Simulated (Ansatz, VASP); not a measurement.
Two plane-wave programs on W

The input INCAR:

```
PREC     = Accurate       # precision mode
ENCUT    = 520            # plane-wave cutoff, eV
EDIFF    = 1E-7           # SCF threshold, eV
ISMEAR   = 0              # smearing method
SIGMA    = 0.1            # smearing width, eV
LREAL    = F              # projectors in reciprocal space
LASPH    = T              # aspherical terms in the spheres
NELM     = 100            # most SCF steps
ALGO     = Normal         # electronic algorithm
ISIF     = 2              # what is computed and relaxed
LWAVE    = F              # write WAVECAR
LCHARG   = F              # write CHGCAR
LDIPOL   = T            
IDIPOL   = 3            
DIPOL    = 0.5 0.5 0.500
GGA      = PE             # functional
NBANDS   = 66             # bands
```

KPOINTS

```
regular mesh
0
Gamma
  12 9 1
```

File POSCAR:

```
W
1.0
    2.8545944811      0.0000000000      0.0000000000
    0.0000000000      4.0370062302      0.0000000000
    0.0000000000      0.0000000000     24.9910806838
W
8
Direct
    0.5000000000      0.5000000000      0.3001070700
    0.0000000000      0.0000000000      0.3572193357
    0.5000000000      0.5000000000      0.4143316014
    0.0000000000      0.0000000000      0.4714438671
    0.5000000000      0.5000000000      0.5285561329
    0.0000000000      0.0000000000      0.5856683986
    0.5000000000      0.5000000000      0.6427806643
    0.0000000000      0.0000000000      0.6998929300
```

Input for Ansatz:

```yaml
crystal:
  lattice:
    - [2.8545944811, 0.0, 0.0]
    - [0.0, 4.0370062302, 0.0]
    - [0.0, 0.0, 24.9910806838]
  atoms:
    - { symbol: W, position: [0.5, 0.5, 0.30010707] }
    - { symbol: W, position: [0.0, 0.0, 0.3572193357] }
    - { symbol: W, position: [0.5, 0.5, 0.4143316014] }
    - { symbol: W, position: [0.0, 0.0, 0.4714438671] }
    - { symbol: W, position: [0.5, 0.5, 0.5285561329] }
    - { symbol: W, position: [0.0, 0.0, 0.5856683986] }
    - { symbol: W, position: [0.5, 0.5, 0.6427806643] }
    - { symbol: W, position: [0.0, 0.0, 0.69989293] }
basis:
  ecutwfc: 420
kpoints:
  mp_grid: { grid: [12, 9, 1] }
hamiltonian:
  xc: pbe
scf:
  occupations: { method: gaussian, width: 0.1 }
output:
  forces: true
  stress: true
  eigenvalues: true
  write_density: true
  write_potential: true
  elf: true
  volumetric_format: npy
efield:
  axis: 3
  dipole_correction: true
  ramp_width: 0.04
```

Alike in both runs: task single point; functional PBE; k mesh 12 × 9 × 1; occupations gaussian, width 0.1 eV; no spin polarisation.

|  | VASP | Ansatz |
| --- | --- | --- |
| version | VASP 6.6.1 | Ansatz 0.2.0 |
| potentials or method | VASP PAW PBE potentials, release 64 (W_sv), cutoff 520 eV | scalar-relativistic, plane waves, PAW |
| valence electrons in the cell | 112 | 112 |

|  | VASP | Ansatz | Ansatz less VASP |
| --- | --- | --- | --- |
| gap on the k mesh at the Fermi level (eV) | none | none | - |
| rms of the force components (eV/Å) | 0.752 | 0.752 | +0.0007 |

Atom by atom the forces differ by 0.009 eV/Å (rms over components). A gap of «none» marks a metal or a gap that the smearing closes. Ansatz's warnings: xc potential rough in thin density.

Neither program's run includes spin-orbit coupling.
